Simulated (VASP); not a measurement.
Input of a VASP 6.6.1 run:

Contents of INCAR:

```
SYSTEM = NaF
ALGO     = Normal         ! electronic algorithm
EDIFF    = 1E-6           ! SCF threshold, eV
ENCUT    = 520            ! plane-wave cutoff, eV
GGA      = PE             ! functional
ISIF     = 2              ! what is computed and relaxed
ISMEAR   = 0              ! smearing method
LASPH    = .True.         ! aspherical terms in the spheres
LCHARG   = .False.        ! write CHGCAR
LREAL    = .False.        ! projectors in reciprocal space
LWAVE    = .False.        ! write WAVECAR
NBANDS   = 14             ! bands
NELM     = 60             ! most SCF steps
PREC     = Accurate       ! precision mode
SIGMA    = 0.01           ! smearing width, eV
```

Contents of KPOINTS:

```
k-points
0
Gamma
  6 6 6
  0 0 0
```

POSCAR

```
NaF
1.0
    0.0000000000      2.3201397650      2.2887504660
    2.3201397650      0.0000000000      2.2887504660
    2.3201397650      2.3201397650      0.0000000000
Na F
1 1
Direct
    0.0000000000      0.0000000000      0.0000000000
    0.5000000000      0.5000000000      0.5000000000
```

Potentials or basis: VASP PAW PBE potentials, release 64 (Na_pv, F).

Command:

```sh
$ cat potpaw_PBE.64/Na_pv/POTCAR potpaw_PBE.64/F/POTCAR > POTCAR
$ mpirun -np 1 vasp_std > vasp.out
```

**Question.** What does it give for the pressure?

**Answer.** 2.6 GPa.

**Question.** Estimate the band gap on the k mesh.

**Answer.** 6.35 eV, direct.

Stress tensor (GPa, compression positive):
```
2.13 0.00 0.00
0.00 2.13 0.00
0.00 0.00 3.44
```

Caveat: the cell differs from its parent crystal (epitaxial xy strain +1.0%).
